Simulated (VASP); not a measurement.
# HfS2 (P-3m1) in VASP: a series of runs

Aim: see how the results for HfS2 move with the level of theory and the settings. Levels: PBE, r2SCAN. Tasks: single point.

Program: VASP 6.6.1. These are calculated values, not measurements. Logs are shortened: lines on timing, memory, paths and dates and some standing lists are left out, and cuts for length are marked.

**1. The cell of the first run**

It takes space group P-3m1 (No. 164, trigonal). The conventional cell has a = 3.776 Å, b = 3.776 Å, c = 5.761 Å, α = 90.00°, β = 90.00°, γ = 120.00°. Hf (site symmetry -3m) has 6 S at 2.58 Å within 3.4 Å. S (site symmetry 3m) has 3 Hf at 2.58 Å and 12 S at 3.50 to 3.78 Å within 3.8 Å.

**2. Single point, PBE (epitaxial xy strain +4.0%)**

INCAR reads:

```
SYSTEM = HfS2
PREC = Accurate
ENCUT = 500
EDIFF = 1E-6
ISMEAR = -1
SIGMA = 0.02
LREAL = .False.
LASPH = .True.
NELM = 120
ALGO = Normal
ISIF = 2
LWAVE = .False.
LCHARG = .True.
GGA = PE
LELF = .True.
LVHAR = .True.
NBANDS = 18
GGA_COMPAT = .False.
```

KPOINTS reads:

```
regular mesh
0
Gamma
  12 12 4
  0 0 0
```

POSCAR reads:

```
HfS2
1.0
    3.7755077968      0.0000000000      0.0000000000
   -1.8877538984      3.2696856642      0.0000000000
    0.0000000000      0.0000000000      5.7607909876
Hf S
1 2
Direct
    0.0000000000      0.0000000000      0.0000000000
    0.3333333333      0.6666666667      0.2379776162
    0.6666666667      0.3333333333      0.7620223838
```

Potentials or basis: VASP PAW PBE potentials, release 64 (Hf_pv, S).

Command:

```console
> cat potpaw_PBE.64/Hf_pv/POTCAR potpaw_PBE.64/S/POTCAR > POTCAR
> mpirun -np 1 vasp_std > vasp.out
```

OUTCAR:

```text
SYSTEM = HfS2
   PREC = Accurate
   ENCUT = 500
   EDIFF = 1E-6
   ISMEAR = -1
   LREAL = .False.
   LASPH = .True.
   NELM = 120
   ISIF = 2
   GGA = PE

 ion  position               nearest neighbor table
   1  0.000  0.000  0.000-   2 2.58   3 2.58   2 2.58   3 2.58   3 2.58   2 2.58
   2  0.333  0.667  0.238-   1 2.58   1 2.58   1 2.58
   3  0.667  0.333  0.762-   1 2.58   1 2.58   1 2.58

  LATTYP: Found a hexagonal cell.
 ALAT       =     3.7755077968
 C/A-ratio  =     1.5258320993

  Lattice vectors:

 A1 = (   3.7755077968,   0.0000000000,   0.0000000000)
 A2 = (  -1.8877538984,   3.2696856642,   0.0000000000)
 A3 = (   0.0000000000,   0.0000000000,   5.7607909876)

Analysis of symmetry for initial positions (statically):
=====================================================================
 Subroutine PRICEL returns:
 Original cell was already a primitive cell.

 Routine SETGRP: Setting up the symmetry group for a
 hexagonal supercell.

 Subroutine GETGRP returns: Found 12 space group operations
 (whereof 12 operations were pure point group operations)
 out of a pool of 24 trial point group operations.

The static configuration has the point symmetry D_3d.

Analysis of symmetry for dynamics (positions and initial velocities):
=====================================================================
 Subroutine PRICEL returns:
 Original cell was already a primitive cell.

 Routine SETGRP: Setting up the symmetry group for a
 hexagonal supercell.

 Subroutine GETGRP returns: Found 12 space group operations
 (whereof 12 operations were pure point group operations)
 out of a pool of 24 trial point group operations.

The dynamic configuration has the point symmetry D_3d.

 Subroutine INISYM returns: Found 12 space group operations
 (whereof 12 operations are pure point group operations),
 and found     1 'primitive' translations

----------------------------------------------------------------------------------------

                                     Primitive cell

  volume of cell :      71.1154

  direct lattice vectors                    reciprocal lattice vectors
     3.775507797  0.000000000  0.000000000     0.264865034  0.152919899  0.000000000
    -1.887753898  3.269685664  0.000000000     0.000000000  0.305839797  0.000000000
     0.000000000  0.000000000  5.760790988     0.000000000  0.000000000  0.173587273

  length of vectors
     3.775507797  3.775507797  5.760790988     0.305839797  0.305839797  0.173587273

[... 82 lines left out ...]
   EDIFF  = 0.1E-05   stopping-criterion for ELM
   LREAL  =      F    real-space projection
   EDIFFG = 0.1E-04   stopping-criterion for IOM
   NSW    =      0    number of steps for IOM
   IBRION =     -1    ionic relax: 0-MD 1-quasi-New 2-CG
   NFREE  =      0    steps in history (QN), initial steepest desc. (CG)
   ISIF   =      2    stress and relaxation
   ISYM   =      2    0-nonsym 1-usesym 2-fastsym
   POTIM  = 0.5000    time-step for ionic-motion
   TEBEG  =    0.0;   TEEND  =   0.0 temperature during run
   PSTRESS=    0.0 pullay stress
   NELECT =      22.0000    total number of electrons
   NUPDOWN=      -1.0000    fix difference up-down
   EMIN   =  10.00;   EMAX   =-10.00  energy-range for DOS
   EFERMI =   0.00;   METHOD = LEGACY
   ISMEAR =    -1;   SIGMA  =   0.02  broadening in eV -4-tet -1-fermi 0-gaus
   EFERMI_NEDOS =   21; number of points for ismear=-14 and -15
   IALGO  =     38    algorithm
   IMIX   =      4    mixing-type and parameters
     AMIX     =   0.40;   BMIX     =  1.00
     AMIX_MAG =   1.60;   BMIX_MAG =  1.00
  volume/ion in A,a.u.               =      23.71       159.97
  Fermi-wavevector in a.u.,A,eV,Ry     =   1.107205  2.092313 16.679411  1.225902
  Thomas-Fermi vector in A             =   2.243716
   LORBIT       =      0    0 simple, 1 ext, 2 COOP (PROOUT), +10 PAW based schemes
   GGA     = PE    functional components
   LHFCALC =     F    Hartree Fock is set to
   AEXX    =    0.0000 exact exchange contribution
   IVDW    =     0    specifies the selected vdW correction
   LEPSILON=     F    determine dielectric tensor
   LRPA    =     F    only Hartree local field effects (RPA)
 non-spin polarized calculation
  energy-cutoff  :      500.00
  volume of cell :       71.12
 maximum number of plane-waves:      1826
   NGX = 13   NGY = 13   NGZ = 21

 number of electron      21.9999998 magnetization

 Free energy of the ion-electron system (eV)
  ---------------------------------------------------
  ext. energy  EPLUGINS =         0.00000000
  ---------------------------------------------------
  free energy    TOTEN  =       -22.81013022 eV

  energy without entropy =      -22.81013022  energy(sigma->0) =      -22.81013022

 E-fermi :   3.4518     XC(G=0):  -9.3602

 val. band max:        2.9843621412   @ k =   0.0000   0.0000   0.0000
 cond. band min:       4.2000169323   @ k =   0.5000   0.0000   0.5000
 fundamental gap:      1.2156547912
 Fermi energy:         3.4517934973

 k-point     1 :       0.0000    0.0000    0.0000
  band No.  band energies     occupation
      1     -28.1890      2.00000
      2     -28.0718      2.00000
      3     -28.0718      2.00000
      4     -10.0735      2.00000
      5      -8.3581      2.00000
      6      -1.5430      2.00000
[... 481 lines left out ...]
      5      -8.5638      2.00000
      6      -1.0278      2.00000
[... 10 lines left out ...]
     17       9.5905      0.00000
     18      10.0481      0.00000

 [... further k-points ...]

------------------------ aborting loop because EDIFF is reached ----------------------------------------

  FORCE on cell =-STRESS in cart. coord.  units (eV):
  Direction    XX          YY          ZZ          XY          YZ          ZX
  --------------------------------------------------------------------------------------
  -------------------------------------------------------------------------------------
  Total       -2.0542920     -2.0542920      0.8184765     -0.0000000      0.0000000      0.0000000
  in kB      -46.2816956    -46.2816956     18.4396770     -0.0000000      0.0000000      0.0000000
  external PRESSURE =     -24.7079047 kB  Pullay stress =       0.0000000 kB

 VOLUME and BASIS-vectors are now :
 -----------------------------------------------------------------------------
  energy-cutoff  :      500.00
  volume of cell :       71.12
      direct lattice vectors                 reciprocal lattice vectors
     3.775507797  0.000000000  0.000000000     0.264865034  0.152919899  0.000000000
    -1.887753898  3.269685664  0.000000000     0.000000000  0.305839797  0.000000000
     0.000000000  0.000000000  5.760790988     0.000000000  0.000000000  0.173587273

 POSITION                                       TOTAL-FORCE (eV/Angst)
 -----------------------------------------------------------------------------------
      0.00000      0.00000      0.00000        -0.000000      0.000000      0.000000
     -0.00000      2.17979      1.37094        -0.000000      0.000000      0.020225
      1.88775      1.08990      4.38985         0.000000     -0.000000     -0.020225
 -----------------------------------------------------------------------------------
    total drift:                                0.000000     -0.000000      0.000000

  FREE ENERGIE OF THE ION-ELECTRON SYSTEM (eV)
  ---------------------------------------------------
  free  energy   TOTEN  =       -22.8101302201 eV

  energy  without entropy=      -22.8101302201  energy(sigma->0) =      -22.81013022
```

It took 76 s on 1 thread of AMD EPYC 9R14 (Zen 4), shared host; peak memory 0.19 GiB.

What came out:

* Free energy: -22.8101 eV
* Pressure: -2.5 GPa
* Largest force: 0.020 eV/Å
* Band gap on the k mesh: 1.22 eV (least direct gap 1.68 eV)

Forces on the atoms (eV/Å):
```
Hf   0.000  0.000  0.000
S    0.000  0.000  0.020
S    0.000  0.000 -0.020
```

Stress tensor (GPa, compression positive):
```
-4.63  0.00  0.00
 0.00 -4.63  0.00
 0.00  0.00  1.84
```

Levels at points of the mesh, in eV from the valence-band top:
| k point | band 7 | band 8 | band 9 | band 10 | band 11 | band 12 | band 13 | band 14 | band 15 | band 16 |
| --- | --- | --- | --- | --- | --- | --- | --- | --- | --- | --- |
| (0.00, 0.00, 0.00) | -3.15 | -3.15 | -0.44 | -0.44 | 0.00 | 1.68 | 1.68 | 2.54 | 5.18 | 5.25 |
| (0.50, 0.00, 0.00) | -2.84 | -2.63 | -2.39 | -1.93 | -1.71 | 1.23 | 3.18 | 3.37 | 6.04 | 6.06 |
| (0.00, 0.00, 0.50) | -3.11 | -3.11 | -1.70 | -0.57 | -0.57 | 1.63 | 1.63 | 2.57 | 5.70 | 5.70 |
| (0.50, 0.00, 0.50) | -3.47 | -2.80 | -2.18 | -1.47 | -0.90 | 1.22 | 3.24 | 3.35 | 5.54 | 5.68 |

Caveat: the cell differs from its parent crystal (epitaxial xy strain +4.0%); spin-orbit coupling is left out, which moves the levels of the heavy elements; this functional lacks dispersion, which binds the layers, so the pressure and a relaxed spacing across them are unreliable. A k mesh can miss the band edges.

**3. Single point, r2SCAN (epitaxial xy strain -4.0%)**

POSCAR reads:

```
HfS2
1.0
    3.4850841201      0.0000000000      0.0000000000
   -1.7425420600      3.0181713824      0.0000000000
    0.0000000000      0.0000000000      5.9726340818
Hf S
1 2
Direct
    0.0000000000      0.0000000000      0.0000000000
    0.3333333333      0.6666666667      0.2512889463
    0.6666666667      0.3333333333      0.7487110537
```

INCAR.step1 reads:

```
PREC = Accurate
ENCUT = 550
ISMEAR = 0
SIGMA = 0.01
LREAL = False
LASPH = True
NELM = 120
NBANDS = 18
GGA = PE
ALGO = Normal
EDIFF = 1E-5
LWAVE = True
LCHARG = False
GGA_COMPAT = False
```

INCAR.step2 reads:

```
PREC = Accurate
ENCUT = 550
EDIFF = 1E-6
ISMEAR = 0
SIGMA = 0.01
LREAL = False
LASPH = True
NELM = 120
ALGO = Normal
ISIF = 2
LWAVE = False
LCHARG = False
METAGGA = R2SCAN
LMIXTAU = True
NBANDS = 18
ISTART = 1
GGA_COMPAT = False
```

KPOINTS reads:

```
Automatic mesh
0
Gamma
  12 12 4
```

Potentials or basis: VASP PAW PBE potentials, release 64 (Hf_pv, S).

Command:

```console
> cat potpaw_PBE.64/Hf_pv/POTCAR potpaw_PBE.64/S/POTCAR > POTCAR
> cp INCAR.step1 INCAR
> mpirun -np 1 vasp_std > vasp.out
> cp INCAR.step2 INCAR
> mpirun -np 1 vasp_std > vasp.out
```

Run time: 5.3 min. Hardware: 1 thread of AMD EPYC 9R14 (Zen 4), shared host; peak memory 0.22 GiB.

It converged, with:

* Free energy: -66.4825 eV
* Pressure: 5.8 GPa
* Largest force: 0.131 eV/Å
* Band gap on the k mesh: 0.88 eV (least direct gap 1.94 eV)

Forces in eV/Å, atoms in the order of the input:
```
Hf   0.000  0.000  0.000
S    0.000  0.000 -0.131
S    0.000  0.000  0.131
```

Stress tensor (GPa, compression positive):
```
8.57 0.00 0.00
0.00 8.57 0.00
0.00 0.00 0.34
```

Levels at points of the mesh, in eV from the valence-band top:
```csv
k point,band 8,band 9,band 10,band 11,band 12,band 13,band 14,band 15
"(0.00, 0.00, 0.00)",-2.80,-0.32,0.00,0.00,2.31,2.31,2.49,5.65
"(0.50, 0.00, 0.00)",-3.00,-2.68,-2.34,-1.33,1.15,4.85,5.20,6.42
"(0.00, 0.00, 0.50)",-2.76,-2.37,-0.14,-0.14,2.27,2.27,3.17,6.08
"(0.50, 0.00, 0.50)",-2.93,-2.84,-1.21,-1.05,0.88,4.83,5.22,5.94
```

Caveat: the cell differs from its parent crystal (epitaxial xy strain -4.0%); the cell stands under pressure; the PAW data sets were made with another functional, which shifts forces and pressure a little; spin-orbit coupling is left out, which moves the levels of the heavy elements. A k mesh can miss the band edges.

**4. Single point, r2SCAN (epitaxial xy strain -3.0%)**

POSCAR reads:

```
HfS2
1.0
    3.5213870797      0.0000000000      0.0000000000
   -1.7606935398      3.0496106676      0.0000000000
    0.0000000000      0.0000000000      5.9501995588
Hf S
1 2
Direct
    0.0000000000      0.0000000000      0.0000000000
    0.3333333333      0.6666666667      0.2496609635
    0.6666666667      0.3333333333      0.7503390365
```

INCAR.step1 reads:

```
SYSTEM = HfS2
PREC = Accurate ; ENCUT = 550
ISMEAR = 0 ; SIGMA = 0.01
LREAL = .FALSE. ; LASPH = .TRUE.
NELM = 120 ; NBANDS = 18
GGA = PE ; ALGO = Normal
EDIFF = 1E-5 ; LWAVE = .TRUE.
LCHARG = .FALSE. ; GGA_COMPAT = .FALSE.
```

INCAR.step2 reads:

```
SYSTEM = HfS2
PREC = Accurate ; ENCUT = 550
EDIFF = 1E-6 ; ISMEAR = 0
SIGMA = 0.01 ; LREAL = .FALSE.
LASPH = .TRUE. ; NELM = 120
ALGO = Normal ; ISIF = 2
LWAVE = .FALSE. ; LCHARG = .TRUE.
METAGGA = R2SCAN ; LMIXTAU = .TRUE.
LELF = .TRUE. ; LVHAR = .TRUE.
NBANDS = 18 ; ISTART = 1
GGA_COMPAT = .FALSE.
```

KPOINTS reads:

```
regular mesh
0
G
  12 12 4
  0 0 0
```

Command:

```console
> cat potpaw_PBE.64/Hf_pv/POTCAR potpaw_PBE.64/S/POTCAR > POTCAR
> cp INCAR.step1 INCAR
> mpirun -np 1 vasp_std > vasp.out
> cp INCAR.step2 INCAR
> mpirun -np 1 vasp_std > vasp.out
```

Wall time 6.3 min (1 thread of AMD EPYC 9R14 (Zen 4), shared host); peak memory 0.22 GiB.

It converged, with:

| Item | Value |
| --- | --- |
| Free energy | -66.5454 eV |
| Pressure | 4.3 GPa |
| Largest force | 0.131 eV/Å |
| Band gap on the k mesh | 1.06 eV (least direct gap 2.10 eV) |

Forces in eV/Å, atoms in the order of the input:
```
Hf   0.000  0.000  0.000
S    0.000  0.000 -0.131
S    0.000  0.000  0.131
```

Stress tensor (GPa, compression positive):
```
6.24 0.00 0.00
0.00 6.24 0.00
0.00 0.00 0.33
```

Levels at points of the mesh, in eV from the valence-band top:
```csv
k point,band 7,band 8,band 9,band 10,band 11,band 12,band 13,band 14,band 15,band 16
"(0.00, 0.00, 0.00)",-2.80,-2.80,-0.19,0.00,0.00,2.34,2.34,2.68,5.71,5.71
"(0.50, 0.00, 0.00)",-3.20,-2.85,-2.62,-2.23,-1.32,1.29,4.77,5.05,6.55,6.92
"(0.00, 0.00, 0.50)",-2.76,-2.76,-2.20,-0.14,-0.14,2.30,2.30,3.25,6.14,6.14
"(0.50, 0.00, 0.50)",-3.83,-2.79,-2.76,-1.10,-1.04,1.06,4.75,5.07,6.05,6.28
```

Caveat: the cell differs from its parent crystal (epitaxial xy strain -3.0%); the cell stands under pressure; the PAW data sets were made with another functional, which shifts forces and pressure a little; spin-orbit coupling is left out, which moves the levels of the heavy elements. A k mesh can miss the band edges.

**5. Single point, r2SCAN (epitaxial xy strain -2.0%)**

POSCAR reads:

```
HfS2
1.0
    3.5576900393      0.0000000000      0.0000000000
   -1.7788450196      3.0810499528      0.0000000000
    0.0000000000      0.0000000000      5.9354135096
Hf S
1 2
Direct
    0.0000000000      0.0000000000      0.0000000000
    0.3333333333      0.6666666667      0.2476920146
    0.6666666667      0.3333333333      0.7523079854
```

INCAR.step1 reads:

```
PREC = Accurate
ENCUT = 550
ISMEAR = 0
SIGMA = 0.01
LREAL = False
LASPH = True
NELM = 120
NBANDS = 18
GGA = PE
ALGO = Normal
EDIFF = 1E-5
LWAVE = True
LCHARG = False
GGA_COMPAT = False
```

INCAR.step2 reads:

```
PREC = Accurate
ENCUT = 550
EDIFF = 1E-6
ISMEAR = 0
SIGMA = 0.01
LREAL = False
LASPH = True
NELM = 120
ALGO = Normal
ISIF = 2
LWAVE = False
LCHARG = False
METAGGA = R2SCAN
LMIXTAU = True
NBANDS = 18
ISTART = 1
GGA_COMPAT = False
```

KPOINTS reads:

```
regular mesh
0
Gamma
  12 12 4
```

Command:

```console
> cat potpaw_PBE.64/Hf_pv/POTCAR potpaw_PBE.64/S/POTCAR > POTCAR
> cp INCAR.step1 INCAR
> mpirun -np 1 vasp_std > vasp.out
> cp INCAR.step2 INCAR
> mpirun -np 1 vasp_std > vasp.out
```

Run time: 5.8 min. Hardware: 1 thread of AMD EPYC 9R14 (Zen 4), shared host; peak memory 0.22 GiB.

The run converged. Its results:

- Free energy: -66.5908 eV
- Pressure: 2.8 GPa
- Largest force: 0.129 eV/Å
- Band gap on the k mesh: 1.22 eV (least direct gap 2.22 eV)

Forces in eV/Å, atoms in the order of the input:
```
Hf   0.000  0.000  0.000
S    0.000  0.000 -0.129
S    0.000  0.000  0.129
```

Stress tensor (GPa, compression positive):
```
4.05 0.00 0.00
0.00 4.05 0.00
0.00 0.00 0.28
```

Levels at points of the mesh, in eV from the valence-band top:
```csv
k point,band 9,band 10,band 11,band 12,band 13,band 14
"(0.00, 0.00, 0.00)",-0.09,0.00,0.00,2.37,2.37,2.84
"(0.50, 0.00, 0.00)",-2.57,-2.11,-1.31,1.43,4.69,4.90
"(0.00, 0.00, 0.50)",-2.03,-0.14,-0.14,2.33,2.33,3.32
"(0.50, 0.00, 0.50)",-2.60,-1.04,-1.01,1.22,4.67,4.93
```

Caveat: the cell differs from its parent crystal (epitaxial xy strain -2.0%); the PAW data sets were made with another functional, which shifts forces and pressure a little; spin-orbit coupling is left out, which moves the levels of the heavy elements.

**6. Single point, r2SCAN (epitaxial xy strain -1.0%)**

POSCAR reads:

```
HfS2
1.0
    3.5939929989      0.0000000000      0.0000000000
   -1.7969964994      3.1124892381      0.0000000000
    0.0000000000      0.0000000000      5.9077499414
Hf S
1 2
Direct
    0.0000000000      0.0000000000      0.0000000000
    0.3333333333      0.6666666667      0.2461223942
    0.6666666667      0.3333333333      0.7538776058
```

INCAR.step1 reads:

```
ALGO = Normal ; EDIFF = 1E-5
ENCUT = 550 ; GGA = PE
GGA_COMPAT = False ; ISMEAR = 0
LASPH = True ; LCHARG = False
LREAL = False ; LWAVE = True
NBANDS = 18 ; NELM = 120
PREC = Accurate ; SIGMA = 0.01
```

INCAR.step2 reads:

```
ALGO = Normal ; EDIFF = 1E-6
ENCUT = 550 ; GGA_COMPAT = False
ISIF = 2 ; ISMEAR = 0
ISTART = 1 ; LASPH = True
LCHARG = True ; LELF = True
LMIXTAU = True ; LREAL = False
LVHAR = True ; LWAVE = False
METAGGA = R2SCAN ; NBANDS = 18
NELM = 120 ; PREC = Accurate
SIGMA = 0.01
```

KPOINTS reads:

```
k-points
0
Gamma
  12 12 4
```

Potentials or basis: VASP PAW PBE potentials, release 64 (Hf_pv, S).

Command:

```console
> cat potpaw_PBE.64/Hf_pv/POTCAR potpaw_PBE.64/S/POTCAR > POTCAR
> cp INCAR.step1 INCAR
> mpirun -np 1 vasp_std > vasp.out
> cp INCAR.step2 INCAR
> mpirun -np 1 vasp_std > vasp.out
```

Run time: 6.1 min. Hardware: 1 thread of AMD EPYC 9R14 (Zen 4), shared host; peak memory 0.22 GiB.

Results (log left out):

```yaml
Free_energy: -66.6181 eV
Pressure: 1.5 GPa
Largest_force: 0.124 eV/Å
Band_gap_on_the_k_mesh: 1.32 eV (least direct gap 2.25 eV)
```

Forces in eV/Å, atoms in the order of the input:
```
Hf   0.000  0.000  0.000
S    0.000  0.000 -0.124
S    0.000  0.000  0.124
```

Stress tensor (GPa, compression positive):
```
2.05 0.00 0.00
0.00 2.05 0.00
0.00 0.00 0.32
```

Levels at points of the mesh, in eV from the valence-band top:
```
           k point  band 9  band 10  band 11  band 12  band 13  band 14
(0.00, 0.00, 0.00)   -0.05    -0.05    -0.02     2.34     2.34     2.94
(0.50, 0.00, 0.00)   -2.57    -2.06    -1.36     1.50     4.56     4.69
(0.00, 0.00, 0.50)   -1.93    -0.19    -0.19     2.30     2.30     3.33
(0.50, 0.00, 0.50)   -2.49    -1.10    -0.96     1.32     4.54     4.73
```

Caveat: the cell differs from its parent crystal (epitaxial xy strain -1.0%); the PAW data sets were made with another functional, which shifts forces and pressure a little; spin-orbit coupling is left out, which moves the levels of the heavy elements. A k mesh can miss the band edges.

**7. The runs side by side**

| level | cell | cutoff (eV) | smearing | gap on the mesh (eV) | pressure (GPa) | largest force (eV/Å) |
| --- | --- | --- | --- | --- | --- | --- |
| PBE | a = 3.776, b = 3.776, c = 5.761 Å, angles 90.0, 90.0, 120.0°, 3 atoms, atomic positions A | 500 | fermi-dirac 0.02 eV | 1.22 | -2.5 | 0.02 |
| r2SCAN | a = 3.485, b = 3.485, c = 5.973 Å, angles 90.0, 90.0, 120.0°, 3 atoms, atomic positions B | 550 | gaussian 0.01 eV | 0.88 | 5.8 | 0.13 |
| r2SCAN | a = 3.521, b = 3.521, c = 5.950 Å, angles 90.0, 90.0, 120.0°, 3 atoms, atomic positions B | 550 | gaussian 0.01 eV | 1.06 | 4.3 | 0.13 |
| r2SCAN | a = 3.558, b = 3.558, c = 5.935 Å, angles 90.0, 90.0, 120.0°, 3 atoms, atomic positions C | 550 | gaussian 0.01 eV | 1.22 | 2.8 | 0.13 |
| r2SCAN | a = 3.594, b = 3.594, c = 5.908 Å, angles 90.0, 90.0, 120.0°, 3 atoms, atomic positions C | 550 | gaussian 0.01 eV | 1.32 | 1.5 | 0.12 |

Alike in all rows: task single point; potentials or basis VASP PAW PBE potentials, release 64 (Hf_pv, S); no spin polarisation; k mesh 12 × 12 × 4.

Caveats: spin-orbit coupling is left out, which moves the levels of the heavy elements; the PAW data sets were made with another functional, which shifts forces and pressure a little (at least some runs); the cell stands under pressure (at least some runs); this functional lacks dispersion, which binds the layers, so the pressure and a relaxed spacing across them are unreliable (at least some runs).

Absolute energies hang on the potentials; compare differences alone.
